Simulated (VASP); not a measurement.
A run of VASP 6.6.1 is set up as follows.

The input INCAR:

```
SYSTEM = Cd6Te
ALGO = Fast ; EDIFF = 1E-6
ENCUT = 520 ; GGA = PE
ISIF = 2 ; ISMEAR = 0
LASPH = .TRUE. ; LCHARG = .TRUE.
LELF = .TRUE. ; LREAL = .FALSE.
LVHAR = .TRUE. ; LWAVE = .FALSE.
NBANDS = 48 ; NELM = 100
PREC = Accurate ; SIGMA = 0.2
```

The input KPOINTS:

```
k-points
0
G
  4 4 2
  0 0 0
```

POSCAR

```
Cd6Te
1.0
    4.5405062311      0.0000000000      0.0000000000
    0.0000000000      4.5405062311      0.0000000000
    0.0000000000      0.0000000000      8.8343709278
Cd Te
6 1
Direct
    0.0000000000      0.5000000000      0.7483115191
    0.0000000000      0.0000000000      0.5000000000
    0.5000000000      0.0000000000      0.7483115191
    0.0000000000      0.5000000000      0.2516884809
    0.5000000000      0.5000000000      0.5000000000
    0.5000000000      0.0000000000      0.2516884809
    0.0000000000      0.0000000000      0.0000000000
```

Potentials or basis: VASP PAW PBE potentials, release 64 (Cd, Te).

The run is started by

```bash
$ cat potpaw_PBE.64/Cd/POTCAR potpaw_PBE.64/Te/POTCAR > POTCAR
$ mpirun -np 1 vasp_std > vasp.out
```

(1) Predict the pressure.

(2) What does it give for the largest force?

(3) Estimate the band gap on the k mesh.

Answers

(1) 0.1 GPa.

(2) 0.007 eV/Å.

(3) zero (bands 39 and 40 overlap by 2.59 eV).

Caveat: spin-orbit coupling is left out, which moves the levels of the heavy elements.
